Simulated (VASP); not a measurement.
# GaN (wurtzite type) (P6_3mc) in VASP: notebook

Runs on GaN (wurtzite type). Level: PBE. Tasks: single point.

All numbers are computed with VASP 6.6.1; they aren't measurements. Logs are shortened: lines on timing, memory, paths and dates and some standing lists are left out, and cuts for length are marked.

## 1. The cell of the first run

The structure is hexagonal, space group P6_3mc (No. 186). Conventional cell: a = 2.877 Å, b = 2.877 Å, c = 4.722 Å, α = 90.00°, β = 90.00°, γ = 120.00°. Within 2.3 Å of Ga (site symmetry 3m) lie 4 N at 1.76 to 1.77 Å. Within 2.3 Å of N (site symmetry 3m) lie 4 Ga at 1.76 to 1.77 Å.

## 2. Single point, PBE (volume scaled by 0.72)

INCAR

```
SYSTEM = GaN
ALGO = Normal ; EDIFF = 1E-7
ENCUT = 520 ; GGA = PE
ISIF = 2 ; ISMEAR = -1
LASPH = .True. ; LCHARG = .True.
LELF = .True. ; LREAL = .False.
LVHAR = .True. ; LWAVE = .False.
NBANDS = 26 ; NELM = 60
PREC = Accurate ; SIGMA = 0.1
```

KPOINTS

```
k-points
0
Gamma
  13 13 7
  0 0 0
```

POSCAR

```
GaN
1.0
    2.8772638300      0.0000000000      0.0000000000
   -1.4386319150      2.4917835702      0.0000000000
    0.0000000000      0.0000000000      4.7224109561
Ga N
2 2
Direct
    0.3333333333      0.6666666667      0.0011227692
    0.6666666667      0.3333333333      0.5011227692
    0.3333333333      0.6666666667      0.3748772308
    0.6666666667      0.3333333333      0.8748772308
```

Potentials or basis: VASP PAW PBE potentials, release 64 (Ga_d, N).

Command:

```bash
$ cat potpaw_PBE.64/Ga_d/POTCAR potpaw_PBE.64/N/POTCAR > POTCAR
$ mpirun -np 1 vasp_std > vasp.out
```

OUTCAR:

```text
SYSTEM = GaN
   EDIFF = 1E-7
   ENCUT = 520
   GGA = PE
   ISIF = 2
   ISMEAR = -1
   LASPH = .True.
   LREAL = .False.
   NELM = 60
   PREC = Accurate

 ion  position               nearest neighbor table
   1  0.333  0.667  0.001-   4 1.76   4 1.76   4 1.76   3 1.77   2 2.89   2 2.89   2 2.89   2 2.89
                             2 2.89   2 2.89
   2  0.667  0.333  0.501-   3 1.76   3 1.76   3 1.76   4 1.77   1 2.89   1 2.89   1 2.89   1 2.89
                             1 2.89   1 2.89
   3  0.333  0.667  0.375-   2 1.76   2 1.76   2 1.76   1 1.77
   4  0.667  0.333  0.875-   1 1.76   1 1.76   1 1.76   2 1.77

  LATTYP: Found a hexagonal cell.
 ALAT       =     2.8772638300
 C/A-ratio  =     1.6412853444

  Lattice vectors:

 A1 = (   2.8772638300,   0.0000000000,   0.0000000000)
 A2 = (  -1.4386319150,   2.4917835702,   0.0000000000)
 A3 = (   0.0000000000,   0.0000000000,   4.7224109561)

Analysis of symmetry for initial positions (statically):
=====================================================================
 Subroutine PRICEL returns:
 Original cell was already a primitive cell.

 Routine SETGRP: Setting up the symmetry group for a
 hexagonal supercell.

 Subroutine GETGRP returns: Found 12 space group operations
 (whereof  6 operations were pure point group operations)
 out of a pool of 24 trial point group operations.

The static configuration has the point symmetry C_3v.
 The point group associated with its full space group is C_6v.

Analysis of symmetry for dynamics (positions and initial velocities):
=====================================================================
 Subroutine PRICEL returns:
 Original cell was already a primitive cell.

 Routine SETGRP: Setting up the symmetry group for a
 hexagonal supercell.

 Subroutine GETGRP returns: Found 12 space group operations
 (whereof  6 operations were pure point group operations)
 out of a pool of 24 trial point group operations.

The dynamic configuration has the point symmetry C_3v.
 The point group associated with its full space group is C_6v.

 Subroutine INISYM returns: Found 12 space group operations
 (whereof  6 operations are pure point group operations),
 and found     1 'primitive' translations

----------------------------------------------------------------------------------------

                                     Primitive cell

  volume of cell :      33.8574

  direct lattice vectors                    reciprocal lattice vectors
     2.877263830  0.000000000  0.000000000     0.347552418  0.200659482  0.000000000
    -1.438631915  2.491783570  0.000000000     0.000000000  0.401318964  0.000000000
     0.000000000  0.000000000  4.722410956     0.000000000  0.000000000  0.211756243

  length of vectors
     2.877263830  2.877263830  4.722410956     0.401318964  0.401318964  0.211756243

  position of ions in fractional coordinates (direct lattice)
     0.333333333  0.666666667  0.001122769
     0.666666667  0.333333333  0.501122769
     0.333333333  0.666666667  0.374877231
     0.666666667  0.333333333  0.874877231

  ion indices of the primitive-cell ions
   primitive index   ion index
                 1           1
                 2           2
                 3           3
                 4           4

----------------------------------------------------------------------------------------

 KPOINTS: k-points

Automatic generation of k-mesh.
 Grid dimensions read from file:
 generate k-points for:   13   13    7

 Generating k-lattice:

  Cartesian coordinates                     Fractional coordinates (reciprocal lattice)
     0.026734801  0.015435345  0.000000000     0.076923077  0.000000000  0.000000000
     0.000000000  0.030870690  0.000000000     0.000000000  0.076923077  0.000000000
     0.000000000  0.000000000  0.030250892     0.000000000  0.000000000  0.142857143

  Length of vectors
     0.030870690  0.030870690  0.030250892

  Shift w.r.t. Gamma in fractional coordinates (k-lattice)
     0.000000000  0.000000000  0.000000000

 Subroutine IBZKPT returns following result:
 ===========================================

 Found     84 irreducible k-points:

 Following reciprocal coordinates:
            Coordinates               Weight
  0.000000  0.000000  0.000000      1.000000
  0.076923 -0.000000  0.000000      6.000000
  0.153846 -0.000000  0.000000      6.000000
  0.230769 -0.000000  0.000000      6.000000
  0.307692 -0.000000  0.000000      6.000000
  0.384615 -0.000000  0.000000      6.000000
[... 16 lines left out ...]
  0.076923 -0.000000  0.142857     12.000000
  0.153846 -0.000000  0.142857     12.000000
 [... further k-points ...]
   k-points           NKPTS =     84   k-points in BZ     NKDIM =     84   number of bands    NBANDS=     26
   number of dos      NEDOS =    301   number of ions     NIONS =      4
   total plane-waves  NPLWV =  20736
   dimension x,y,z NGX =    24 NGY =   24 NGZ =   36
   dimension x,y,z NGXF=    48 NGYF=   48 NGZF=   72
   ions per type =               2   2
   NGX,Y,Z   is equivalent  to a cutoff of  13.87, 13.87, 12.67 a.u.
   NGXF,Y,Z  is equivalent  to a cutoff of  27.73, 27.73, 25.35 a.u.
 SYSTEM =  GaN
   PREC   = accura    normal or accurate (medium, high low for compatibility)
   ISTART =      0    job   : 0-new  1-cont  2-samecut
   ICHARG =      2    charge: 1-file 2-atom 10-const
   ISPIN  =      1    spin polarized calculation?
   LNONCOLLINEAR =      F non collinear calculations
   LSORBIT =      F    spin-orbit coupling
   LASPH  =      T    aspherical Exc in radial PAW
   ENCUT  =  520.0 eV  38.22 Ry    6.18 a.u.   5.35  5.35  8.78*2*pi/ulx,y,z
   NELM   =     60;   NELMIN=  2; NELMDL= -5     # of ELM steps
   EDIFF  = 0.1E-06   stopping-criterion for ELM
   LREAL  =      F    real-space projection
   EDIFFG = 0.1E-05   stopping-criterion for IOM
   NSW    =      0    number of steps for IOM
   IBRION =     -1    ionic relax: 0-MD 1-quasi-New 2-CG
   NFREE  =      0    steps in history (QN), initial steepest desc. (CG)
   ISIF   =      2    stress and relaxation
   ISYM   =      2    0-nonsym 1-usesym 2-fastsym
   POTIM  = 0.5000    time-step for ionic-motion
   TEBEG  =    0.0;   TEEND  =   0.0 temperature during run
   PSTRESS=    0.0 pullay stress
   NELECT =      36.0000    total number of electrons
   NUPDOWN=      -1.0000    fix difference up-down
   EMIN   =  10.00;   EMAX   =-10.00  energy-range for DOS
   EFERMI =   0.00;   METHOD = LEGACY
   ISMEAR =    -1;   SIGMA  =   0.10  broadening in eV -4-tet -1-fermi 0-gaus
   EFERMI_NEDOS =   21; number of points for ismear=-14 and -15
   IALGO  =     38    algorithm
   IMIX   =      4    mixing-type and parameters
     AMIX     =   0.40;   BMIX     =  1.00
     AMIX_MAG =   1.60;   BMIX_MAG =  1.00
  volume/ion in A,a.u.               =       8.46        57.12
  Fermi-wavevector in a.u.,A,eV,Ry     =   1.670928  3.157596 37.987471  2.792000
  Thomas-Fermi vector in A             =   2.756340
   LORBIT       =      0    0 simple, 1 ext, 2 COOP (PROOUT), +10 PAW based schemes
   GGA     = PE    functional components
   LHFCALC =     F    Hartree Fock is set to
   AEXX    =    0.0000 exact exchange contribution
   IVDW    =     0    specifies the selected vdW correction
   LEPSILON=     F    determine dielectric tensor
   LRPA    =     F    only Hartree local field effects (RPA)
 non-spin polarized calculation
  energy-cutoff  :      520.00
  volume of cell :       33.86
 maximum number of plane-waves:       935
 NGX is ok and might be reduce to    24
   NGX = 11   NGY = 11   NGZ = 17

 number of electron      35.9999980 magnetization

 Free energy of the ion-electron system (eV)
  ---------------------------------------------------
  ext. energy  EPLUGINS =         0.00000000
  ---------------------------------------------------
  free energy    TOTEN  =       -20.79455277 eV

  energy without entropy =      -20.79455277  energy(sigma->0) =      -20.79455277

 E-fermi :  11.2398     XC(G=0): -13.3759

 val. band max:        9.2223268693   @ k =   0.0000   0.0000   0.0000
 cond. band min:      13.0574679591   @ k =   0.0000   0.0000   0.0000
 fundamental gap:      3.8351410898
 Fermi energy:        11.2397762408

 k-point     1 :       0.0000    0.0000    0.0000
  band No.  band energies     occupation
      1      -9.8813      2.00000
      2      -7.9865      2.00000
      3      -4.9701      2.00000
      4      -4.9213      2.00000
      5      -4.9213      2.00000
      6      -4.7743      2.00000
[... 18 lines left out ...]
     25      23.2662      0.00000
     26      23.2662      0.00000

 k-point     2 :       0.0769   -0.0000    0.0000
  band No.  band energies     occupation
      1      -9.7879      2.00000
      2      -7.9506      2.00000
      3      -4.9590      2.00000
      4      -4.9119      2.00000
      5      -4.9022      2.00000
      6      -4.7650      2.00000
[... 18 lines left out ...]
     25      22.8560      0.00000
     26      23.4559      0.00000

 k-point     3 :       0.1538   -0.0000    0.0000
  band No.  band energies     occupation
      1      -9.5203      2.00000
      2      -7.8565      2.00000
      3      -4.9333      2.00000
      4      -4.8753      2.00000
      5      -4.8538      2.00000
      6      -4.7266      2.00000
[... 18 lines left out ...]
     25      22.7479      0.00000
     26      23.7118      0.00000

 k-point     4 :       0.2308   -0.0000    0.0000
  band No.  band energies     occupation
      1      -9.1206      2.00000
      2      -7.7384      2.00000
      3      -4.8947      2.00000
      4      -4.8149      2.00000
      5      -4.8006      2.00000
      6      -4.6304      2.00000
[... 18 lines left out ...]
     25      22.3553      0.00000
     26      24.2288      0.00000

 k-point     5 :       0.3077   -0.0000    0.0000
  band No.  band energies     occupation
      1      -8.6688      2.00000
      2      -7.6352      2.00000
      3      -4.8734      2.00000
      4      -4.7674      2.00000
      5      -4.7273      2.00000
      6      -4.4654      2.00000
[... 18 lines left out ...]
     25      22.2408      0.00000
     26      25.1406      0.00000

 k-point     6 :       0.3846   -0.0000    0.0000
  band No.  band energies     occupation
      1      -8.2772      2.00000
      2      -7.5721      2.00000
      3      -4.8841      2.00000
      4      -4.7570      2.00000
      5      -4.6356      2.00000
      6      -4.4701      2.00000
[... 427 lines left out ...]
 k-point    21 :       0.3077    0.3077    0.0000
  band No.  band energies     occupation
      1      -7.7424      2.00000
      2      -7.6174      2.00000
      3      -4.9739      2.00000
      4      -4.5214      2.00000
      5      -4.4584      2.00000
      6      -4.3893      2.00000
[... 18 lines left out ...]
     25      23.7788      0.00000
     26      25.1899      0.00000

 k-point    22 :       0.0000    0.0000    0.1429
  band No.  band energies     occupation
      1      -9.7887      2.00000
      2      -8.0645      2.00000
      3      -4.9666      2.00000
      4      -4.9187      2.00000
      5      -4.9187      2.00000
      6      -4.7860      2.00000
[... 18 lines left out ...]
     25      22.9625      0.00000
     26      22.9625      0.00000

 k-point    23 :       0.0769   -0.0000    0.1429
  band No.  band energies     occupation
      1      -9.6965      2.00000
      2      -8.0243      2.00000
      3      -4.9567      2.00000
      4      -4.9091      2.00000
      5      -4.8990      2.00000
      6      -4.7770      2.00000
[... 18 lines left out ...]
     25      22.6848      0.00000
     26      23.1498      0.00000

 k-point    24 :       0.1538   -0.0000    0.1429
  band No.  band energies     occupation
      1      -9.4333      2.00000
      2      -7.9181      2.00000
      3      -4.9318      2.00000
      4      -4.8760      2.00000
      5      -4.8486      2.00000
      6      -4.7383      2.00000
[... 18 lines left out ...]
     25      22.3403      0.00000
     26      23.5710      0.00000

 [... further k-points ...]

------------------------ aborting loop because EDIFF is reached ----------------------------------------

  FORCE on cell =-STRESS in cart. coord.  units (eV):
  Direction    XX          YY          ZZ          XY          YZ          ZX
  --------------------------------------------------------------------------------------
  -------------------------------------------------------------------------------------
  Total       24.1243663     24.1243663     24.1478019      0.0000000      0.0000000      0.0000000
  in kB     1141.5967276   1141.5967276   1142.7057299      0.0000000      0.0000000      0.0000000
  external PRESSURE =    1141.9663950 kB  Pullay stress =       0.0000000 kB

 VOLUME and BASIS-vectors are now :
 -----------------------------------------------------------------------------
  energy-cutoff  :      520.00
  volume of cell :       33.86
      direct lattice vectors                 reciprocal lattice vectors
     2.877263830  0.000000000  0.000000000     0.347552418  0.200659482  0.000000000
    -1.438631915  2.491783570  0.000000000     0.000000000  0.401318964  0.000000000
     0.000000000  0.000000000  4.722410956     0.000000000  0.000000000  0.211756243

 POSITION                                       TOTAL-FORCE (eV/Angst)
 -----------------------------------------------------------------------------------
     -0.00000      1.66119      0.00530         0.000000      0.000000      0.000241
      1.43863      0.83059      2.36651        -0.000000      0.000000      0.000241
     -0.00000      1.66119      1.77032        -0.000000      0.000000     -0.000241
      1.43863      0.83059      4.13153        -0.000000      0.000000     -0.000241
 -----------------------------------------------------------------------------------
    total drift:                               -0.000000     -0.000000     -0.000108

  FREE ENERGIE OF THE ION-ELECTRON SYSTEM (eV)
  ---------------------------------------------------
  free  energy   TOTEN  =       -20.7945527728 eV

  energy  without entropy=      -20.7945527727  energy(sigma->0) =      -20.79455277
```

Wall time 34 s (1 thread of Intel Xeon 6975P-C (Granite Rapids), shared host); peak memory 0.19 GiB.

What came out:

| Item | Value |
| --- | --- |
| Free energy | -20.7946 eV |
| Pressure | 114.2 GPa |
| Band gap on the k mesh | 3.84 eV, direct |

 A k mesh can miss the band edges.

## 3. Single point, PBE (volume scaled by 0.8)

INCAR

```
SYSTEM = GaN
PREC = Accurate ; ENCUT = 520
EDIFF = 1E-7 ; ISMEAR = -1
SIGMA = 0.1 ; LREAL = .FALSE.
LASPH = .TRUE. ; NELM = 100
ALGO = Normal ; ISIF = 2
LWAVE = .FALSE. ; LCHARG = .TRUE.
GGA = PE ; LELF = .TRUE.
LVHAR = .TRUE. ; NBANDS = 26
```

KPOINTS

```
regular mesh
0
G
  13 13 7
  0 0 0
```

POSCAR

```
GaN
1.0
    2.9852718579      0.0000000000      0.0000000000
   -1.4926359290      2.5853212661      0.0000000000
    0.0000000000      0.0000000000      4.8743068658
Ga N
2 2
Direct
    0.3333333333      0.6666666667      0.0002297029
    0.6666666667      0.3333333333      0.5002297029
    0.3333333333      0.6666666667      0.3757702971
    0.6666666667      0.3333333333      0.8757702971
```

Potentials or basis: VASP PAW PBE potentials, release 64 (Ga_d, N).

Command:

```bash
$ cat potpaw_PBE.64/Ga_d/POTCAR potpaw_PBE.64/N/POTCAR > POTCAR
$ mpirun -np 1 vasp_std > vasp.out
```

OUTCAR:

```text
SYSTEM = GaN
   PREC = Accurate
   ENCUT = 520
   EDIFF = 1E-7
   ISMEAR = -1
   LREAL = .FALSE.
   LASPH = .TRUE.
   NELM = 100
   ISIF = 2
   GGA = PE

 ion  position               nearest neighbor table
   1  0.333  0.667  0.000-   4 1.83   4 1.83   4 1.83   3 1.83
   2  0.667  0.333  0.500-   3 1.83   3 1.83   3 1.83   4 1.83
   3  0.333  0.667  0.376-   2 1.83   2 1.83   2 1.83   1 1.83
   4  0.667  0.333  0.876-   1 1.83   1 1.83   1 1.83   2 1.83

  LATTYP: Found a hexagonal cell.
 ALAT       =     2.9852718579
 C/A-ratio  =     1.6327849180

  Lattice vectors:

 A1 = (   2.9852718579,   0.0000000000,   0.0000000000)
 A2 = (  -1.4926359290,   2.5853212661,   0.0000000000)
 A3 = (   0.0000000000,   0.0000000000,   4.8743068658)

Analysis of symmetry for initial positions (statically):
=====================================================================
 Subroutine PRICEL returns:
 Original cell was already a primitive cell.

 Routine SETGRP: Setting up the symmetry group for a
 hexagonal supercell.

 Subroutine GETGRP returns: Found 12 space group operations
 (whereof  6 operations were pure point group operations)
 out of a pool of 24 trial point group operations.

[... 169 lines left out ...]

 val. band max:        7.6892020660   @ k =   0.0000   0.0000   0.0000
 cond. band min:      10.8827461038   @ k =   0.0000   0.0000   0.0000
 fundamental gap:      3.1935440378
 Fermi energy:         9.4150182337

 k-point     1 :       0.0000    0.0000    0.0000
  band No.  band energies     occupation
      1     -10.1814      2.00000
      2      -8.6270      2.00000
      3      -6.0975      2.00000
      4      -6.0694      2.00000
      5      -6.0694      2.00000
      6      -5.9594      2.00000
[... 685 lines left out ...]
     25      20.0863      0.00000
     26      21.2027      0.00000

 [... further k-points ...]

------------------------ aborting loop because EDIFF is reached ----------------------------------------

  FORCE on cell =-STRESS in cart. coord.  units (eV):
  Direction    XX          YY          ZZ          XY          YZ          ZX
  --------------------------------------------------------------------------------------
  -------------------------------------------------------------------------------------
  Total       14.5833134     14.5833134     14.6076795     -0.0000000     -0.0000000      0.0000000
  in kB      621.0914031    621.0914030    622.1291384     -0.0000000     -0.0000000      0.0000000
  external PRESSURE =     621.4373148 kB  Pullay stress =       0.0000000 kB

 VOLUME and BASIS-vectors are now :
 -----------------------------------------------------------------------------
  energy-cutoff  :      520.00
  volume of cell :       37.62
      direct lattice vectors                 reciprocal lattice vectors
     2.985271858  0.000000000  0.000000000     0.334977867  0.193399562  0.000000000
    -1.492635929  2.585321266  0.000000000     0.000000000  0.386799124  0.000000000
     0.000000000  0.000000000  4.874306866     0.000000000  0.000000000  0.205157375

 POSITION                                       TOTAL-FORCE (eV/Angst)
 -----------------------------------------------------------------------------------
     -0.00000      1.72355      0.00112         0.000000     -0.000000      0.000021
      1.49264      0.86177      2.43827        -0.000000     -0.000000      0.000021
     -0.00000      1.72355      1.83162         0.000000      0.000000     -0.000021
      1.49264      0.86177      4.26877         0.000000      0.000000     -0.000021
 -----------------------------------------------------------------------------------
    total drift:                               -0.000001     -0.000001     -0.000911

  FREE ENERGIE OF THE ION-ELECTRON SYSTEM (eV)
  ---------------------------------------------------
  free  energy   TOTEN  =       -22.8208373455 eV

  energy  without entropy=      -22.8208373426  energy(sigma->0) =      -22.82083734
```

Run time: 32 s. Hardware: 1 thread of Intel Xeon 6975P-C (Granite Rapids), shared host; peak memory 0.2 GiB.

Results:

```
Free energy            : -22.8208 eV
Pressure               : 62.1 GPa
Band gap on the k mesh : 3.19 eV, direct
```
